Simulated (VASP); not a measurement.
# BaZrO3 (Pm-3m) in VASP: further runs

Runs on BaZrO3. Level: LDA. Tasks: single point.

Everything below comes from runs of VASP 6.6.1. Logs are shortened: lines on timing, memory, paths and dates and some standing lists are left out, and cuts for length are marked.

## 1. The cell of the first run

It takes space group Pm-3m (No. 221, cubic). Conventional cell: a = 4.191 Å, b = 4.191 Å, c = 4.191 Å, α = 90.00°, β = 90.00°, γ = 90.00°. Within 3.9 Å of Ba (site symmetry m-3m) lie 12 O at 2.96 Å and 8 Zr at 3.63 Å. Within 2.8 Å of Zr (site symmetry m-3m) lie 6 O at 2.10 Å. O (site symmetry 4/mmm) has 2 Zr at 2.10 Å within 2.8 Å.

## 2. Single point, LDA

INCAR

```
ALGO = Normal ; EDIFF = 1E-7
ENCUT = 520 ; ISIF = 2
ISMEAR = -1 ; LASPH = True
LCHARG = False ; LREAL = False
LWAVE = False ; NBANDS = 28
NELM = 100 ; PREC = Accurate
SIGMA = 0.05
```

KPOINTS

```
k-points
0
Gamma
  6 6 6
```

POSCAR

```
BaZrO3
1.0
    4.1913400000      0.0000000000      0.0000000000
    0.0000000000      4.1913400000      0.0000000000
    0.0000000000      0.0000000000      4.1913400000
Ba Zr O
1 1 3
Direct
    0.0000000000      0.0000000000      0.0000000000
    0.5000000000      0.5000000000      0.5000000000
    0.5000000000      0.5000000000      0.0000000000
    0.5000000000      0.0000000000      0.5000000000
    0.0000000000      0.5000000000      0.5000000000
```

Potentials or basis: VASP PAW LDA potentials, release 64 (Ba_sv, Zr_sv, O).

Command:

```console
$ cat potpaw_LDA.64/Ba_sv/POTCAR potpaw_LDA.64/Zr_sv/POTCAR potpaw_LDA.64/O/POTCAR > POTCAR
$ mpirun -np 1 vasp_std > vasp.out
```

OUTCAR:

```text
EDIFF = 1E-7
   ENCUT = 520
   ISIF = 2
   ISMEAR = -1
   LASPH = True
   LREAL = False
   NELM = 100
   PREC = Accurate

 ion  position               nearest neighbor table
   1  0.000  0.000  0.000-   3 2.96   4 2.96   5 2.96   4 2.96   5 2.96   3 2.96   5 2.96   5 2.96
                             3 2.96   4 2.96   4 2.96   3 2.96   2 3.63   2 3.63   2 3.63   2 3.63
   2  0.500  0.500  0.500-   3 2.10   4 2.10   5 2.10   3 2.10   4 2.10   5 2.10   1 3.63   1 3.63
                             1 3.63   1 3.63   1 3.63   1 3.63   1 3.63   1 3.63
   3  0.500  0.500  0.000-   2 2.10   2 2.10   1 2.96   1 2.96   1 2.96   1 2.96
   4  0.500  0.000  0.500-   2 2.10   2 2.10   1 2.96   1 2.96   1 2.96   1 2.96
   5  0.000  0.500  0.500-   2 2.10   2 2.10   1 2.96   1 2.96   1 2.96   1 2.96

  LATTYP: Found a simple cubic cell.
 ALAT       =     4.1913400000

  Lattice vectors:

 A1 = (   4.1913400000,   0.0000000000,   0.0000000000)
 A2 = (   0.0000000000,   4.1913400000,   0.0000000000)
 A3 = (   0.0000000000,   0.0000000000,   4.1913400000)

Analysis of symmetry for initial positions (statically):
=====================================================================
 Subroutine PRICEL returns:
 Original cell was already a primitive cell.

 Routine SETGRP: Setting up the symmetry group for a
 simple cubic supercell.

 Subroutine GETGRP returns: Found 48 space group operations
[... 9 lines left out ...]

 Routine SETGRP: Setting up the symmetry group for a
 simple cubic supercell.

 Subroutine GETGRP returns: Found 48 space group operations
[... 11 lines left out ...]
                                     Primitive cell

  volume of cell :      73.6307

  direct lattice vectors                    reciprocal lattice vectors
     4.191340000  0.000000000  0.000000000     0.238587182  0.000000000  0.000000000
     0.000000000  4.191340000  0.000000000     0.000000000  0.238587182  0.000000000
     0.000000000  0.000000000  4.191340000     0.000000000  0.000000000  0.238587182

  length of vectors
     4.191340000  4.191340000  4.191340000     0.238587182  0.238587182  0.238587182

  position of ions in fractional coordinates (direct lattice)
     0.000000000  0.000000000  0.000000000
     0.500000000  0.500000000  0.500000000
     0.500000000  0.500000000  0.000000000
     0.500000000  0.000000000  0.500000000
     0.000000000  0.500000000  0.500000000

  ion indices of the primitive-cell ions
   primitive index   ion index
                 1           1
                 2           2
                 3           3
                 4           4
                 5           5

----------------------------------------------------------------------------------------

 KPOINTS: k-points

Automatic generation of k-mesh.
 Grid dimensions read from file:
 generate k-points for:    6    6    6

 Generating k-lattice:

  Cartesian coordinates                     Fractional coordinates (reciprocal lattice)
     0.039764530  0.000000000  0.000000000     0.166666667  0.000000000  0.000000000
     0.000000000  0.039764530  0.000000000     0.000000000  0.166666667  0.000000000
     0.000000000  0.000000000  0.039764530     0.000000000  0.000000000  0.166666667

  Length of vectors
     0.039764530  0.039764530  0.039764530

  Shift w.r.t. Gamma in fractional coordinates (k-lattice)
     0.000000000  0.000000000  0.000000000

 Subroutine IBZKPT returns following result:
 ===========================================

 Found     20 irreducible k-points:

 Following reciprocal coordinates:
            Coordinates               Weight
  0.000000  0.000000  0.000000      1.000000
  0.166667  0.000000  0.000000      6.000000
  0.333333  0.000000  0.000000      6.000000
  0.500000  0.000000  0.000000      3.000000
  0.166667  0.166667  0.000000     12.000000
  0.333333  0.166667  0.000000     24.000000
[... 12 lines left out ...]
  0.500000  0.500000  0.333333      6.000000
  0.500000  0.500000  0.500000      1.000000
   k-points           NKPTS =     20   k-points in BZ     NKDIM =     20   number of bands    NBANDS=     28
   number of dos      NEDOS =    301   number of ions     NIONS =      5
   total plane-waves  NPLWV =  32768
   dimension x,y,z NGX =    32 NGY =   32 NGZ =   32
   dimension x,y,z NGXF=    64 NGYF=   64 NGZF=   64
   ions per type =               1   1   3
   NGX,Y,Z   is equivalent  to a cutoff of  12.69, 12.69, 12.69 a.u.
   NGXF,Y,Z  is equivalent  to a cutoff of  25.39, 25.39, 25.39 a.u.
 SYSTEM =  unknown system
   PREC   = accura    normal or accurate (medium, high low for compatibility)
   ISTART =      0    job   : 0-new  1-cont  2-samecut
   ICHARG =      2    charge: 1-file 2-atom 10-const
   ISPIN  =      1    spin polarized calculation?
   LNONCOLLINEAR =      F non collinear calculations
   LSORBIT =      F    spin-orbit coupling
   LASPH  =      T    aspherical Exc in radial PAW
   ENCUT  =  520.0 eV  38.22 Ry    6.18 a.u.   7.79  7.79  7.79*2*pi/ulx,y,z
   NELM   =    100;   NELMIN=  2; NELMDL= -5     # of ELM steps
   EDIFF  = 0.1E-06   stopping-criterion for ELM
   LREAL  =      F    real-space projection
   EDIFFG = 0.1E-05   stopping-criterion for IOM
   NSW    =      0    number of steps for IOM
   IBRION =     -1    ionic relax: 0-MD 1-quasi-New 2-CG
   NFREE  =      0    steps in history (QN), initial steepest desc. (CG)
   ISIF   =      2    stress and relaxation
   ISYM   =      2    0-nonsym 1-usesym 2-fastsym
   POTIM  = 0.5000    time-step for ionic-motion
   TEBEG  =    0.0;   TEEND  =   0.0 temperature during run
   PSTRESS=    0.0 pullay stress
   NELECT =      40.0000    total number of electrons
   NUPDOWN=      -1.0000    fix difference up-down
   EMIN   =  10.00;   EMAX   =-10.00  energy-range for DOS
   EFERMI =   0.00;   METHOD = LEGACY
   ISMEAR =    -1;   SIGMA  =   0.05  broadening in eV -4-tet -1-fermi 0-gaus
   EFERMI_NEDOS =   21; number of points for ismear=-14 and -15
   IALGO  =     38    algorithm
   IMIX   =      4    mixing-type and parameters
     AMIX     =   0.40;   BMIX     =  1.00
     AMIX_MAG =   1.60;   BMIX_MAG =  1.00
  volume/ion in A,a.u.               =      14.73        99.38
  Fermi-wavevector in a.u.,A,eV,Ry     =   1.335802  2.524299 24.277770  1.784366
  Thomas-Fermi vector in A             =   2.464478
   LORBIT       =      0    0 simple, 1 ext, 2 COOP (PROOUT), +10 PAW based schemes
   GGA     = CA    functional components
   LHFCALC =     F    Hartree Fock is set to
   AEXX    =    0.0000 exact exchange contribution
   IVDW    =     0    specifies the selected vdW correction
   LEPSILON=     F    determine dielectric tensor
   LRPA    =     F    only Hartree local field effects (RPA)
 non-spin polarized calculation
  energy-cutoff  :      520.00
  volume of cell :       73.63
 maximum number of plane-waves:      2008
 NGX is ok and might be reduce to    32
   NGX = 15   NGY = 15   NGZ = 15

 number of electron      40.0000000 magnetization

 Free energy of the ion-electron system (eV)
  ---------------------------------------------------
  ext. energy  EPLUGINS =         0.00000000
  ---------------------------------------------------
  free energy    TOTEN  =       -45.72250375 eV

  energy without entropy =      -45.72250375  energy(sigma->0) =      -45.72250375

 E-fermi :   4.5085     XC(G=0): -11.2380

 val. band max:        3.4696500912   @ k =   0.5000   0.5000   0.5000
 cond. band min:       6.5391385420   @ k =   0.0000   0.0000   0.0000
 fundamental gap:      3.0694884507
 Fermi energy:         4.5084737011

 k-point     1 :       0.0000    0.0000    0.0000
  band No.  band energies     occupation
      1     -43.1904      2.00000
      2     -21.6635      2.00000
      3     -21.5285      2.00000
      4     -21.5285      2.00000
      5     -21.5285      2.00000
      6     -12.5878      2.00000
[... 20 lines left out ...]
     27      10.9649      0.00000
     28      10.9649      0.00000

 k-point     2 :       0.1667    0.0000    0.0000
  band No.  band energies     occupation
      1     -43.1895      2.00000
      2     -21.7450      2.00000
      3     -21.5267      2.00000
      4     -21.5267      2.00000
      5     -21.4944      2.00000
      6     -12.5974      2.00000
[... 20 lines left out ...]
     27      10.9662      0.00000
     28      11.6479      0.00000

 k-point     3 :       0.3333    0.0000    0.0000
  band No.  band energies     occupation
      1     -43.1878      2.00000
      2     -21.8776      2.00000
      3     -21.5230      2.00000
      4     -21.5230      2.00000
      5     -21.4517      2.00000
      6     -12.7122      2.00000
[... 20 lines left out ...]
     27      11.0317      0.00000
     28      11.1807      0.00000

 k-point     4 :       0.5000    0.0000    0.0000
  band No.  band energies     occupation
      1     -43.1869      2.00000
      2     -21.9380      2.00000
      3     -21.5212      2.00000
      4     -21.5212      2.00000
      5     -21.4338      2.00000
      6     -12.7772      2.00000
[... 20 lines left out ...]
     27      10.9508      0.00000
     28      11.9609      0.00000

 k-point     5 :       0.1667    0.1667    0.0000
  band No.  band energies     occupation
      1     -43.1887      2.00000
      2     -21.7633      2.00000
      3     -21.5911      2.00000
      4     -21.5249      2.00000
      5     -21.4600      2.00000
      6     -12.5465      2.00000
[... 20 lines left out ...]
     27      11.3898      0.00000
     28      11.5688      0.00000

 k-point     6 :       0.3333    0.1667    0.0000
  band No.  band energies     occupation
      1     -43.1869      2.00000
      2     -21.8519      2.00000
      3     -21.6012      2.00000
      4     -21.5213      2.00000
      5     -21.4526      2.00000
      6     -12.5933      2.00000
[... 339 lines left out ...]
      5     -21.5136      2.00000
      6     -11.7912      2.00000
[... 20 lines left out ...]
     27      11.7173      0.00000
     28      11.7173      0.00000

 k-point    18 :       0.5000    0.3333    0.3333
  band No.  band energies     occupation
      1     -43.1818      2.00000
      2     -21.7798      2.00000
      3     -21.7043      2.00000
      4     -21.7022      2.00000
      5     -21.5314      2.00000
      6     -11.7268      2.00000
[... 20 lines left out ...]
     27      11.6882      0.00000
     28      12.4088      0.00000

 k-point    19 :       0.5000    0.5000    0.3333
  band No.  band energies     occupation
      1     -43.1810      2.00000
      2     -21.7623      2.00000
      3     -21.7623      2.00000
      4     -21.7009      2.00000
      5     -21.5375      2.00000
      6     -11.6200      2.00000
[... 20 lines left out ...]
     27      11.9619      0.00000
     28      12.7691      0.00000

 k-point    20 :       0.5000    0.5000    0.5000
  band No.  band energies     occupation
      1     -43.1801      2.00000
      2     -21.7597      2.00000
      3     -21.7597      2.00000
      4     -21.7597      2.00000
      5     -21.5279      2.00000
      6     -11.3259      2.00000
[... 20 lines left out ...]
     27      12.6437      0.00000
     28      12.6437      0.00000

------------------------ aborting loop because EDIFF is reached ----------------------------------------

  FORCE on cell =-STRESS in cart. coord.  units (eV):
  Direction    XX          YY          ZZ          XY          YZ          ZX
  --------------------------------------------------------------------------------------
  -------------------------------------------------------------------------------------
  Total       -1.7586824     -1.7586824     -1.7586824      0.0000000      0.0000000     -0.0000000
  in kB      -38.2683143    -38.2683143    -38.2683143      0.0000000      0.0000000     -0.0000000
  external PRESSURE =     -38.2683143 kB  Pullay stress =       0.0000000 kB

 VOLUME and BASIS-vectors are now :
 -----------------------------------------------------------------------------
  energy-cutoff  :      520.00
  volume of cell :       73.63
      direct lattice vectors                 reciprocal lattice vectors
     4.191340000  0.000000000  0.000000000     0.238587182  0.000000000  0.000000000
     0.000000000  4.191340000  0.000000000     0.000000000  0.238587182  0.000000000
     0.000000000  0.000000000  4.191340000     0.000000000  0.000000000  0.238587182

 POSITION                                       TOTAL-FORCE (eV/Angst)
 -----------------------------------------------------------------------------------
      0.00000      0.00000      0.00000         0.000000      0.000000      0.000000
      2.09567      2.09567      2.09567         0.000000      0.000000      0.000000
      2.09567      2.09567      0.00000         0.000000      0.000000      0.000000
      2.09567      0.00000      2.09567         0.000000      0.000000      0.000000
      0.00000      2.09567      2.09567         0.000000      0.000000      0.000000
 -----------------------------------------------------------------------------------
    total drift:                                0.000000     -0.000000     -0.000000

  FREE ENERGIE OF THE ION-ELECTRON SYSTEM (eV)
  ---------------------------------------------------
  free  energy   TOTEN  =       -45.7225037466 eV

  energy  without entropy=      -45.7225037465  energy(sigma->0) =      -45.72250375
```

Wall time 26 s (1 thread of Intel Xeon Platinum 8488C (Sapphire Rapids), shared host); peak memory 0.18 GiB.

Results:

```
Free energy            : -45.7225 eV
Pressure               : -3.8 GPa
Band gap on the k mesh : 3.07 eV, indirect (least direct gap 3.29 eV)
```

Caveat: spin-orbit coupling is left out, which moves the levels of the heavy elements. A k mesh can miss the band edges.

## 3. Single point, LDA

This run uses another cell than the first one, of 15.02 Å³/atom, 1.020 times its volume.

INCAR

```
SYSTEM = BaZrO3
PREC     = Accurate       ! precision mode
ENCUT    = 520            ! plane-wave cutoff, eV
EDIFF    = 1E-6           ! SCF threshold, eV
ISMEAR   = -1             ! smearing method
SIGMA    = 0.05           ! smearing width, eV
LREAL    = .False.        ! projectors in reciprocal space
LASPH    = .True.         ! aspherical terms in the spheres
NELM     = 60             ! most SCF steps
ALGO     = Normal         ! electronic algorithm
ISIF     = 2              ! what is computed and relaxed
LWAVE    = .False.        ! write WAVECAR
LCHARG   = .False.        ! write CHGCAR
NBANDS   = 28             ! bands
```

KPOINTS

```
Automatic mesh
0
Gamma
  6 6 6
  0 0 0
```

POSCAR: that of step 2 with these lines changed.

```diff
@@ -2,5 +2,5 @@
 1.0
-    4.1913400000      0.0000000000      0.0000000000
-    0.0000000000      4.1913400000      0.0000000000
-    0.0000000000      0.0000000000      4.1913400000
+    4.2190980275      0.0000000000      0.0000000000
+    0.0000000000      4.2190980275      0.0000000000
+    0.0000000000      0.0000000000      4.2190980275
 Ba Zr O
```

Potentials or basis: VASP PAW LDA potentials, release 64 (Ba_sv, Zr_sv, O).

Command:

```console
$ cat potpaw_LDA.64/Ba_sv/POTCAR potpaw_LDA.64/Zr_sv/POTCAR potpaw_LDA.64/O/POTCAR > POTCAR
$ mpirun -np 1 vasp_std > vasp.out
```

Run time: 26 s. Hardware: 1 thread of Intel Xeon Platinum 8488C (Sapphire Rapids), shared host; peak memory 0.18 GiB.

Results (log left out):

- Free energy: -45.6748 eV
- Pressure: -6.8 GPa
- Band gap on the k mesh: 3.03 eV, indirect (least direct gap 3.27 eV)

Levels at points of the mesh, in eV from the valence-band top:
```csv
k point,band 17,band 18,band 19,band 20,band 21,band 22,band 23,band 24
"(0.00, 0.00, 0.00)",-0.98,-0.24,-0.24,-0.24,3.03,3.03,3.03,4.49
"(0.50, 0.00, 0.00)",-1.74,-1.68,-0.48,-0.48,3.46,5.53,5.53,6.26
"(0.50, 0.50, 0.00)",-0.94,-0.94,-0.83,-0.08,5.50,5.50,6.28,6.35
"(0.50, 0.50, 0.50)",-2.55,0.00,0.00,0.00,5.83,5.83,5.83,6.80
```

Caveat: spin-orbit coupling is left out, which moves the levels of the heavy elements. A k mesh can miss the band edges.

## 4. Single point, LDA

This run uses another cell than the first one, of 15.32 Å³/atom, 1.040 times its volume.

INCAR

```
ALGO = Normal
EDIFF = 1E-7
ENCUT = 520
GGA = CA
ISIF = 2
ISMEAR = -1
LASPH = True
LCHARG = False
LREAL = False
LWAVE = False
NBANDS = 28
NELM = 100
PREC = Accurate
SIGMA = 0.05
```

KPOINTS

```
k-points
0
Gamma
  6 6 6
```

POSCAR: that of step 3 with these lines changed.

```diff
@@ -2,5 +2,5 @@
 1.0
-    4.2190980275      0.0000000000      0.0000000000
-    0.0000000000      4.2190980275      0.0000000000
-    0.0000000000      0.0000000000      4.2190980275
+    4.2464955356      0.0000000000      0.0000000000
+    0.0000000000      4.2464955356      0.0000000000
+    0.0000000000      0.0000000000      4.2464955356
 Ba Zr O
```

Command:

```console
$ cat potpaw_LDA.64/Ba_sv/POTCAR potpaw_LDA.64/Zr_sv/POTCAR potpaw_LDA.64/O/POTCAR > POTCAR
$ mpirun -np 1 vasp_std > vasp.out
```

It took 30 s on 1 thread of Intel Xeon Platinum 8488C (Sapphire Rapids), shared host; peak memory 0.18 GiB.

It converged, with:

```
Free energy            : -45.6011 eV
Pressure               : -9.5 GPa
Band gap on the k mesh : 2.99 eV, indirect (least direct gap 3.25 eV)
```

Levels at points of the mesh, in eV from the valence-band top:
```
           k point  band 18  band 19  band 20  band 21  band 22  band 23
(0.00, 0.00, 0.00)    -0.26    -0.26    -0.26     2.99     2.99     2.99
(0.50, 0.00, 0.00)    -1.63    -0.50    -0.50     3.40     5.40     5.40
(0.50, 0.50, 0.00)    -0.94    -0.88    -0.07     5.38     5.38     6.17
(0.50, 0.50, 0.50)     0.00     0.00     0.00     5.76     5.76     5.76
```

Caveat: spin-orbit coupling is left out, which moves the levels of the heavy elements. A k mesh can miss the band edges.

## 5. Single point, LDA

This run uses another cell than the first one, of 15.61 Å³/atom, 1.060 times its volume.

INCAR

```
ALGO = Normal ; EDIFF = 1E-6
ENCUT = 520 ; GGA = CA
ISIF = 2 ; ISMEAR = -1
LASPH = T ; LCHARG = F
LREAL = F ; LWAVE = F
NBANDS = 28 ; NELM = 100
PREC = Accurate ; SIGMA = 0.05
```

KPOINTS is that of step 4.

POSCAR: that of step 4 with these lines changed.

```diff
@@ -2,5 +2,5 @@
 1.0
-    4.2464955356      0.0000000000      0.0000000000
-    0.0000000000      4.2464955356      0.0000000000
-    0.0000000000      0.0000000000      4.2464955356
+    4.2735440071      0.0000000000      0.0000000000
+    0.0000000000      4.2735440071      0.0000000000
+    0.0000000000      0.0000000000      4.2735440071
 Ba Zr O
```

Command:

```console
$ cat potpaw_LDA.64/Ba_sv/POTCAR potpaw_LDA.64/Zr_sv/POTCAR potpaw_LDA.64/O/POTCAR > POTCAR
$ mpirun -np 1 vasp_std > vasp.out
```

Run time: 27 s. Hardware: 1 thread of Intel Xeon Platinum 8488C (Sapphire Rapids), shared host; peak memory 0.18 GiB.

Results (log left out):

```yaml
Free_energy: -45.5043 eV
Pressure: -11.9 GPa
Band_gap_on_the_k_mesh: 2.95 eV, indirect (least direct gap 3.22 eV)
```

Levels at points of the mesh, in eV from the valence-band top:
| k point | band 17 | band 18 | band 19 | band 20 | band 21 | band 22 | band 23 | band 24 |
| --- | --- | --- | --- | --- | --- | --- | --- | --- |
| (0.00, 0.00, 0.00) | -0.92 | -0.28 | -0.28 | -0.28 | 2.95 | 2.95 | 2.95 | 4.44 |
| (0.50, 0.00, 0.00) | -1.68 | -1.58 | -0.52 | -0.52 | 3.34 | 5.28 | 5.28 | 6.12 |
| (0.50, 0.50, 0.00) | -0.94 | -0.94 | -0.92 | -0.07 | 5.26 | 5.26 | 6.05 | 6.11 |
| (0.50, 0.50, 0.50) | -2.52 | 0.00 | 0.00 | 0.00 | 5.68 | 5.68 | 5.68 | 6.48 |

Caveat: spin-orbit coupling is left out, which moves the levels of the heavy elements. LDA gaps usually lie below the measured ones, often by a third to a half.

## 6. The runs side by side

| cell | gap on the mesh (eV) | pressure (GPa) |
| --- | --- | --- |
| a = 4.191 Å, 5 atoms | 3.07 | -3.8 |
| a = 4.219 Å, 5 atoms | 3.03 | -6.8 |
| a = 4.246 Å, 5 atoms | 2.99 | -9.5 |
| a = 4.274 Å, 5 atoms | 2.95 | -11.9 |

Alike in all rows: task single point; level LDA; potentials or basis VASP PAW LDA potentials, release 64 (Ba_sv, Zr_sv, O); no spin polarisation; k mesh 6 × 6 × 6; cutoff (eV) 520; smearing fermi-dirac 0.05 eV.

Caveats: spin-orbit coupling is left out, which moves the levels of the heavy elements.

Absolute energies hang on the potentials; compare differences alone.
